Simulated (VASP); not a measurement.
# MnHg (Pm-3m) in VASP: a series of runs

The runs below take MnHg through single point, with PBE.

Everything below comes from runs of VASP 6.6.1. Logs are shortened: lines on timing, memory, paths and dates and some standing lists are left out, and cuts for length are marked.

## 1. The cell of the first run

The structure is cubic, space group Pm-3m (No. 221). Conventional cell: a = 3.315 Å, b = 3.315 Å, c = 3.315 Å, α = 90.00°, β = 90.00°, γ = 90.00°. Within 3.8 Å of Hg (site symmetry m-3m) lie 8 Mn at 2.87 Å and 6 Hg at 3.31 Å. Within 3.8 Å of Mn (site symmetry m-3m) lie 8 Hg at 2.87 Å and 6 Mn at 3.31 to 3.32 Å.

## 2. Single point, PBE, collinear spin, ferromagnetic start

File INCAR:

```
ALGO = Normal
EDIFF = 1E-6
ENCUT = 520
GGA = PE
ISIF = 2
ISMEAR = -1
ISPIN = 2
LASPH = True
LCHARG = False
LMAXMIX = 4
LORBIT = 11
LREAL = False
LWAVE = False
MAGMOM = 0 3
NBANDS = 24
NELM = 150
NUPDOWN = 3.0
PREC = Accurate
SIGMA = 0.05
```

File KPOINTS:

```
k-points
0
Gamma
  7 7 7
```

File POSCAR:

```
MnHg
1.0
    3.3150000000      0.0000000000      0.0000000000
    0.0000000000      3.3150000000      0.0000000000
    0.0000000000      0.0000000000      3.3150000000
Hg Mn
1 1
Direct
    0.0000000000      0.0000000000      0.0000000000
    0.5000000000      0.5000000000      0.5000000000
```

Potentials or basis: VASP PAW PBE potentials, release 64 (Hg, Mn_pv).

The run is started by

```sh
$ cat potpaw_PBE.64/Hg/POTCAR potpaw_PBE.64/Mn_pv/POTCAR > POTCAR
$ mpirun -np 1 vasp_std > vasp.out
```

OUTCAR:

```text
EDIFF = 1E-6
   ENCUT = 520
   GGA = PE
   ISIF = 2
   ISMEAR = -1
   ISPIN = 2
   LASPH = True
   LORBIT = 11
   LREAL = False
   NELM = 150
   NUPDOWN = 3.0
   PREC = Accurate

 ion  position               nearest neighbor table
   1  0.000  0.000  0.000-   2 2.87   2 2.87   2 2.87   2 2.87   2 2.87   2 2.87   2 2.87   2 2.87

   2  0.500  0.500  0.500-   1 2.87   1 2.87   1 2.87   1 2.87   1 2.87   1 2.87   1 2.87   1 2.87

  LATTYP: Found a simple cubic cell.
 ALAT       =     3.3150000000

  Lattice vectors:

 A1 = (   3.3150000000,   0.0000000000,   0.0000000000)
 A2 = (   0.0000000000,   3.3150000000,   0.0000000000)
 A3 = (   0.0000000000,   0.0000000000,   3.3150000000)

Analysis of symmetry for initial positions (statically):
=====================================================================
 Subroutine PRICEL returns:
 Original cell was already a primitive cell.

 Routine SETGRP: Setting up the symmetry group for a
 simple cubic supercell.

 Subroutine GETGRP returns: Found 48 space group operations
 (whereof 48 operations were pure point group operations)
 out of a pool of 48 trial point group operations.

The static configuration has the point symmetry O_h .

Analysis of symmetry for dynamics (positions and initial velocities):
=====================================================================
 Subroutine PRICEL returns:
 Original cell was already a primitive cell.

 Routine SETGRP: Setting up the symmetry group for a
 simple cubic supercell.

 Subroutine GETGRP returns: Found 48 space group operations
 (whereof 48 operations were pure point group operations)
 out of a pool of 48 trial point group operations.

The dynamic configuration has the point symmetry O_h .

Analysis of structural, dynamic, and magnetic symmetry:
=====================================================================
 Subroutine PRICEL returns:
 Original cell was already a primitive cell.

 Routine SETGRP: Setting up the symmetry group for a
 simple cubic supercell.

 Subroutine GETGRP returns: Found 48 space group operations
 (whereof 48 operations were pure point group operations)
 out of a pool of 48 trial point group operations.

The overall configuration has the point symmetry O_h .

 Subroutine INISYM returns: Found 48 space group operations
 (whereof 48 operations are pure point group operations),
 and found     1 'primitive' translations

----------------------------------------------------------------------------------------

                                     Primitive cell

  volume of cell :      36.4293

  direct lattice vectors                    reciprocal lattice vectors
     3.315000000  0.000000000  0.000000000     0.301659125  0.000000000  0.000000000
     0.000000000  3.315000000  0.000000000     0.000000000  0.301659125  0.000000000
     0.000000000  0.000000000  3.315000000     0.000000000  0.000000000  0.301659125

  length of vectors
     3.315000000  3.315000000  3.315000000     0.301659125  0.301659125  0.301659125

  position of ions in fractional coordinates (direct lattice)
     0.000000000  0.000000000  0.000000000
     0.500000000  0.500000000  0.500000000

  ion indices of the primitive-cell ions
   primitive index   ion index
                 1           1
                 2           2

----------------------------------------------------------------------------------------

 KPOINTS: k-points

Automatic generation of k-mesh.
 Grid dimensions read from file:
 generate k-points for:    7    7    7

 Generating k-lattice:

  Cartesian coordinates                     Fractional coordinates (reciprocal lattice)
     0.043094161  0.000000000  0.000000000     0.142857143  0.000000000  0.000000000
     0.000000000  0.043094161  0.000000000     0.000000000  0.142857143  0.000000000
     0.000000000  0.000000000  0.043094161     0.000000000  0.000000000  0.142857143

  Length of vectors
     0.043094161  0.043094161  0.043094161

  Shift w.r.t. Gamma in fractional coordinates (k-lattice)
     0.000000000  0.000000000  0.000000000

 Subroutine IBZKPT returns following result:
 ===========================================

 Found     20 irreducible k-points:

 Following reciprocal coordinates:
            Coordinates               Weight
  0.000000  0.000000  0.000000      1.000000
  0.142857  0.000000  0.000000      6.000000
  0.285714  0.000000  0.000000      6.000000
  0.428571  0.000000  0.000000      6.000000
  0.142857  0.142857  0.000000     12.000000
  0.285714  0.142857  0.000000     24.000000
[... 12 lines left out ...]
  0.428571  0.428571  0.285714     24.000000
  0.428571  0.428571  0.428571      8.000000
   k-points           NKPTS =     20   k-points in BZ     NKDIM =     20   number of bands    NBANDS=     24
   number of dos      NEDOS =    301   number of ions     NIONS =      2
   total plane-waves  NPLWV =  21952
   dimension x,y,z NGX =    28 NGY =   28 NGZ =   28
   dimension x,y,z NGXF=    56 NGYF=   56 NGZF=   56
   ions per type =               1   1
   NGX,Y,Z   is equivalent  to a cutoff of  14.04, 14.04, 14.04 a.u.
   NGXF,Y,Z  is equivalent  to a cutoff of  28.08, 28.08, 28.08 a.u.
 SYSTEM =  unknown system
   PREC   = accura    normal or accurate (medium, high low for compatibility)
   ISTART =      0    job   : 0-new  1-cont  2-samecut
   ICHARG =      2    charge: 1-file 2-atom 10-const
   ISPIN  =      2    spin polarized calculation?
   LNONCOLLINEAR =      F non collinear calculations
   LSORBIT =      F    spin-orbit coupling
   LASPH  =      T    aspherical Exc in radial PAW
   ENCUT  =  520.0 eV  38.22 Ry    6.18 a.u.   6.16  6.16  6.16*2*pi/ulx,y,z
   NELM   =    150;   NELMIN=  2; NELMDL= -5     # of ELM steps
   EDIFF  = 0.1E-05   stopping-criterion for ELM
   LREAL  =      F    real-space projection
   EDIFFG = 0.1E-04   stopping-criterion for IOM
   NSW    =      0    number of steps for IOM
   IBRION =     -1    ionic relax: 0-MD 1-quasi-New 2-CG
   NFREE  =      0    steps in history (QN), initial steepest desc. (CG)
   ISIF   =      2    stress and relaxation
   ISYM   =      2    0-nonsym 1-usesym 2-fastsym
   POTIM  = 0.5000    time-step for ionic-motion
   TEBEG  =    0.0;   TEEND  =   0.0 temperature during run
   PSTRESS=    0.0 pullay stress
   NELECT =      25.0000    total number of electrons
   NUPDOWN=       3.0000    fix difference up-down
   EMIN   =  10.00;   EMAX   =-10.00  energy-range for DOS
   EFERMI =   0.00;   METHOD = LEGACY
   ISMEAR =    -1;   SIGMA  =   0.05  broadening in eV -4-tet -1-fermi 0-gaus
   EFERMI_NEDOS =   21; number of points for ismear=-14 and -15
   IALGO  =     38    algorithm
   IMIX   =      4    mixing-type and parameters
     AMIX     =   0.40;   BMIX     =  1.00
     AMIX_MAG =   1.60;   BMIX_MAG =  1.00
  volume/ion in A,a.u.               =      18.21       122.92
  Fermi-wavevector in a.u.,A,eV,Ry     =   1.444014  2.728790 28.370534  2.085175
  Thomas-Fermi vector in A             =   2.562356
   LORBIT       =     11    0 simple, 1 ext, 2 COOP (PROOUT), +10 PAW based schemes
   GGA     = PE    functional components
   LHFCALC =     F    Hartree Fock is set to
   AEXX    =    0.0000 exact exchange contribution
   IVDW    =     0    specifies the selected vdW correction
   LEPSILON=     F    determine dielectric tensor
   LRPA    =     F    only Hartree local field effects (RPA)
 spin polarized calculation
  energy-cutoff  :      520.00
  volume of cell :       36.43
 maximum number of plane-waves:       992
 NGX is ok and might be reduce to    28
   NGX = 13   NGY = 13   NGZ = 13

 number of electron      25.0000012 magnetization       3.0000002

 Free energy of the ion-electron system (eV)
  ---------------------------------------------------
  ext. energy  EPLUGINS =         0.00000000
  ---------------------------------------------------
  free energy    TOTEN  =        -8.26501093 eV

  energy without entropy =       -8.25131716  energy(sigma->0) =       -8.25816404

 E-fermi :   5.5499     XC(G=0): -11.6928

 val. band max:        5.4734088937   @ k =   0.0000   0.0000   0.0000
 cond. band min:       4.7395975889   @ k =   0.4286   0.1429   0.1429
 fundamental gap:     -0.7338113048
 Fermi energy:         4.6765318926

 spin component 1

 k-point     1 :       0.0000    0.0000    0.0000
  band No.  band energies     occupation
      1     -44.1895      1.00000
      2     -44.1895      1.00000
      3     -44.1895      1.00000
      4      -4.0423      1.00000
      5      -2.7959      1.00000
      6      -2.7959      1.00000
[... 16 lines left out ...]
     23      22.6769      0.00000
     24      26.4399      0.00000
[... 489 lines left out ...]
      1     -44.2025      1.00000
      2     -44.2025      1.00000
      3     -44.2025      1.00000
      4      -2.6420      1.00000
      5      -2.5873      1.00000
      6      -2.5873      1.00000
[... 16 lines left out ...]
     23      29.5721      0.00000
     24      30.1334      0.00000
 Fermi energy:         5.5499491766

 spin component 2

 k-point     1 :       0.0000    0.0000    0.0000
  band No.  band energies     occupation
      1     -40.8106      1.00000
      2     -40.8106      1.00000
      3     -40.8106      1.00000
      4      -4.0408      1.00000
      5      -2.8581      1.00000
      6      -2.8581      1.00000
[... 16 lines left out ...]
     23      22.4776      0.00000
     24      27.0858      0.00000
[... 490 lines left out ...]
      2     -40.8266      1.00000
      3     -40.8266      1.00000
      4      -2.6591      1.00000
      5      -2.6136      1.00000
      6      -2.6136      1.00000
[... 16 lines left out ...]
     23      29.5185      0.00000
     24      29.9415      0.00000

------------------------ aborting loop because EDIFF is reached ----------------------------------------

  FORCE on cell =-STRESS in cart. coord.  units (eV):
  Direction    XX          YY          ZZ          XY          YZ          ZX
  --------------------------------------------------------------------------------------
  -------------------------------------------------------------------------------------
  Total       -1.1456228     -1.1456228     -1.1456228     -0.0000000      0.0000000     -0.0000000
  in kB      -50.3850409    -50.3850409    -50.3850409     -0.0000000      0.0000000     -0.0000000
  external PRESSURE =     -50.3850409 kB  Pullay stress =       0.0000000 kB

 VOLUME and BASIS-vectors are now :
 -----------------------------------------------------------------------------
  energy-cutoff  :      520.00
  volume of cell :       36.43
      direct lattice vectors                 reciprocal lattice vectors
     3.315000000  0.000000000  0.000000000     0.301659125  0.000000000  0.000000000
     0.000000000  3.315000000  0.000000000     0.000000000  0.301659125  0.000000000
     0.000000000  0.000000000  3.315000000     0.000000000  0.000000000  0.301659125

 POSITION                                       TOTAL-FORCE (eV/Angst)
 -----------------------------------------------------------------------------------
      0.00000      0.00000      0.00000         0.000000      0.000000      0.000000
      1.65750      1.65750      1.65750         0.000000      0.000000      0.000000
 -----------------------------------------------------------------------------------
    total drift:                                0.000000      0.000000      0.000000

  FREE ENERGIE OF THE ION-ELECTRON SYSTEM (eV)
  ---------------------------------------------------
  free  energy   TOTEN  =        -8.2650109320 eV

  energy  without entropy=       -8.2513171558  energy(sigma->0) =       -8.25816404

 total charge

# of ion       s       p       d       tot
------------------------------------------
    1        0.802   0.491   9.268  10.561
    2        0.229   6.155   5.053  11.436
--------------------------------------------------
tot          1.030   6.646  14.321  21.997

 magnetization (x)

# of ion       s       p       d       tot
------------------------------------------
    1       -0.057  -0.095   0.022  -0.131
    2        0.005  -0.010   3.176   3.171
--------------------------------------------------
tot         -0.052  -0.105   3.198   3.041
```

It took 26 s on 1 thread of Intel Xeon Platinum 8488C (Sapphire Rapids), shared host; peak memory 0.18 GiB.

What came out:

| Quantity | Value |
| --- | --- |
| Free energy | -8.2650 eV |
| Pressure | -5.0 GPa |
| Net moment | 3.00 μB per cell |
| Site moments | Hg -0.13; Mn +3.17 μB |
| Valence electrons inside the program's atomic spheres | Hg 10.56; Mn 11.44 |

Caveat: spin-orbit coupling is left out, which moves the levels of the heavy elements; the total moment is fixed, so each spin has its own Fermi level.

## 3. Single point, PBE, collinear spin, ferromagnetic start

File INCAR:

```
ALGO = Normal
EDIFF = 1E-7
ENCUT = 520
GGA = PE
ISIF = 2
ISMEAR = -1
ISPIN = 2
LASPH = True
LCHARG = False
LMAXMIX = 4
LORBIT = 11
LREAL = False
LWAVE = False
MAGMOM = 0 4
NBANDS = 24
NELM = 150
NUPDOWN = 4.0
PREC = Accurate
SIGMA = 0.05
```

KPOINTS is that of step 2.

POSCAR is that of step 2.

Potentials or basis: VASP PAW PBE potentials, release 64 (Hg, Mn_pv).

The run is started by

```sh
$ cat potpaw_PBE.64/Hg/POTCAR potpaw_PBE.64/Mn_pv/POTCAR > POTCAR
$ mpirun -np 1 vasp_std > vasp.out
```

OUTCAR:

```text
EDIFF = 1E-7
   ENCUT = 520
   GGA = PE
   ISIF = 2
   ISMEAR = -1
   ISPIN = 2
   LASPH = True
   LORBIT = 11
   LREAL = False
   NELM = 150
   NUPDOWN = 4.0
   PREC = Accurate

 ion  position               nearest neighbor table
   1  0.000  0.000  0.000-   2 2.87   2 2.87   2 2.87   2 2.87   2 2.87   2 2.87   2 2.87   2 2.87

   2  0.500  0.500  0.500-   1 2.87   1 2.87   1 2.87   1 2.87   1 2.87   1 2.87   1 2.87   1 2.87

  LATTYP: Found a simple cubic cell.
 ALAT       =     3.3150000000

  Lattice vectors:

 A1 = (   3.3150000000,   0.0000000000,   0.0000000000)
 A2 = (   0.0000000000,   3.3150000000,   0.0000000000)
 A3 = (   0.0000000000,   0.0000000000,   3.3150000000)

Analysis of symmetry for initial positions (statically):
=====================================================================
 Subroutine PRICEL returns:
 Original cell was already a primitive cell.

 Routine SETGRP: Setting up the symmetry group for a
 simple cubic supercell.
[... 732 lines left out ...]
      3     -40.6078      1.00000
      4      -3.8859      1.00000
      5      -2.6881      1.00000
      6      -2.6881      1.00000
[... 529 lines left out ...]
     23      29.6469      0.00000
     24      30.0713      0.00000

------------------------ aborting loop because EDIFF is reached ----------------------------------------

  FORCE on cell =-STRESS in cart. coord.  units (eV):
  Direction    XX          YY          ZZ          XY          YZ          ZX
  --------------------------------------------------------------------------------------
  -------------------------------------------------------------------------------------
  Total        0.3590408      0.3590408      0.3590408      0.0000000      0.0000000      0.0000000
  in kB       15.7907859     15.7907859     15.7907859      0.0000000      0.0000000      0.0000000
  external PRESSURE =      15.7907859 kB  Pullay stress =       0.0000000 kB

 VOLUME and BASIS-vectors are now :
 -----------------------------------------------------------------------------
  energy-cutoff  :      520.00
  volume of cell :       36.43
      direct lattice vectors                 reciprocal lattice vectors
     3.315000000  0.000000000  0.000000000     0.301659125  0.000000000  0.000000000
     0.000000000  3.315000000  0.000000000     0.000000000  0.301659125  0.000000000
     0.000000000  0.000000000  3.315000000     0.000000000  0.000000000  0.301659125

 POSITION                                       TOTAL-FORCE (eV/Angst)
 -----------------------------------------------------------------------------------
      0.00000      0.00000      0.00000         0.000000      0.000000      0.000000
      1.65750      1.65750      1.65750         0.000000      0.000000      0.000000
 -----------------------------------------------------------------------------------
    total drift:                                0.000000      0.000000      0.000000

  FREE ENERGIE OF THE ION-ELECTRON SYSTEM (eV)
  ---------------------------------------------------
  free  energy   TOTEN  =        -8.5036504503 eV

  energy  without entropy=       -8.4941864226  energy(sigma->0) =       -8.49891844

 total charge

# of ion       s       p       d       tot
------------------------------------------
    1        0.821   0.521   9.254  10.595
    2        0.252   6.177   4.966  11.395
--------------------------------------------------
tot          1.072   6.697  14.220  21.990

 magnetization (x)

# of ion       s       p       d       tot
------------------------------------------
    1       -0.037  -0.057   0.051  -0.043
    2        0.028   0.020   3.833   3.881
--------------------------------------------------
tot         -0.009  -0.037   3.884   3.838
```

OSZICAR:

```text
N       E                     dE             d eps       ncg     rms          rms(c)
DAV:   1     0.236981485907E+03    0.23698E+03   -0.13715E+04  1928   0.117E+03
DAV:   2    -0.148836767244E+01   -0.23847E+03   -0.22642E+03  2024   0.343E+02
DAV:   3    -0.892596501901E+01   -0.74376E+01   -0.74157E+01  2240   0.687E+01
DAV:   4    -0.897836300649E+01   -0.52398E-01   -0.52394E-01  2184   0.543E+00
DAV:   5    -0.897916434462E+01   -0.80134E-03   -0.80133E-03  2296   0.613E-01    0.994E+00
DAV:   6    -0.866222857059E+01    0.31694E+00   -0.67132E+00  2152   0.194E+01    0.772E+00
DAV:   7    -0.851555609416E+01    0.14667E+00   -0.15980E+00  2232   0.113E+01    0.482E+00
DAV:   8    -0.850712087943E+01    0.84352E-02   -0.39837E-02  2008   0.139E+00    0.258E+00
DAV:   9    -0.850368345115E+01    0.34374E-02   -0.14849E-02  2264   0.798E-01    0.817E-01
DAV:  10    -0.850360643411E+01    0.77017E-04   -0.19022E-03  1992   0.401E-01    0.798E-02
DAV:  11    -0.850363538413E+01   -0.28950E-04   -0.58420E-05  2232   0.633E-02    0.270E-02
DAV:  12    -0.850364752533E+01   -0.12141E-04   -0.12330E-05  2136   0.258E-02    0.180E-02
DAV:  13    -0.850365072357E+01   -0.31982E-05   -0.37264E-06  2176   0.147E-02    0.599E-03
DAV:  14    -0.850365054172E+01    0.18185E-06   -0.65337E-08  1496   0.236E-03    0.297E-03
DAV:  15    -0.850365045027E+01    0.91452E-07   -0.67130E-08  1400   0.212E-03
   1 F= -.85036505E+01 E0= -.84989184E+01  d E =-.946403E-02  mag=     4.0000
```

It took 25 s on 1 thread of Intel Xeon Platinum 8488C (Sapphire Rapids), shared host; peak memory 0.18 GiB.

What came out:

```
Free energy                                           : -8.5037 eV
Pressure                                              : 1.6 GPa
Net moment                                            : 4.00 μB per cell
Site moments                                          : Hg -0.04; Mn +3.88 μB
Valence electrons inside the program's atomic spheres : Hg 10.60; Mn 11.39
```

Caveat: spin-orbit coupling is left out, which moves the levels of the heavy elements; the total moment is fixed, so each spin has its own Fermi level.
